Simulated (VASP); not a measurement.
# SnO: single point with r2SCAN

Crystal: SnO.

```
Sn O
1.0
     3.36284    0.00000    0.00000
    -1.68142    2.91231    0.00000
     0.00000    0.00000    9.39713
Sn O
2 2
Direct
  0.33333 0.66667 0.99336
  0.66667 0.33333 0.49336
  0.33333 0.66667 0.38164
  0.66667 0.33333 0.88164
```

This cell differs from its parent crystal: volume changed by +6%.

| Quantity | Value |
| --- | --- |
| Program | VASP 6.6.1 |
| Task | single point |
| Functional | r2SCAN |
| Potentials or basis | VASP PAW PBE potentials, release 64 (Sn_d, O) |
| Cutoff | 520 eV |
| k mesh | 9 × 9 × 2 |
| Occupations | gaussian, width 0.01 eV |
| Spin | no spin polarisation |
| Dipole correction | no |
| Further INCAR settings | ALGO = Normal; EDIFF = 1e-06; NBANDS = 28 |

```json
{"Pressure": "-3.1 GPa", "Largest force": "0.448 eV/Å", "Band gap on the k mesh": "1.75 eV, indirect (least direct gap 2.12 eV)"}
```

Forces on the atoms (eV/Å):
```
Sn   0.000  0.000 -0.448
Sn   0.000  0.000 -0.448
O    0.000  0.000  0.448
O    0.000  0.000  0.448
```

Stress tensor (GPa, compression positive):
```
-3.54  0.00  0.00
 0.00 -3.54  0.00
 0.00  0.00 -2.25
```

Levels at points of the mesh, in eV from the valence-band top:
```
           k point  band 18  band 19  band 20  band 21  band 22  band 23
(0.00, 0.00, 0.00)    -2.50    -1.93    -0.86     1.75     3.08     7.94
(0.00, 0.00, 0.50)    -2.50    -1.44    -1.44     2.42     2.42     8.87
```

Run time: 4.6 min on 1 thread of Intel(R) Xeon(R) 6975P-C (Granite Rapids), with other jobs on the host, peak memory 0.25 GiB.

Caveat: the PAW data sets were made with another functional, which shifts forces and pressure a little; spin-orbit coupling is left out, which moves the levels of the heavy elements. A k mesh can miss the band edges.
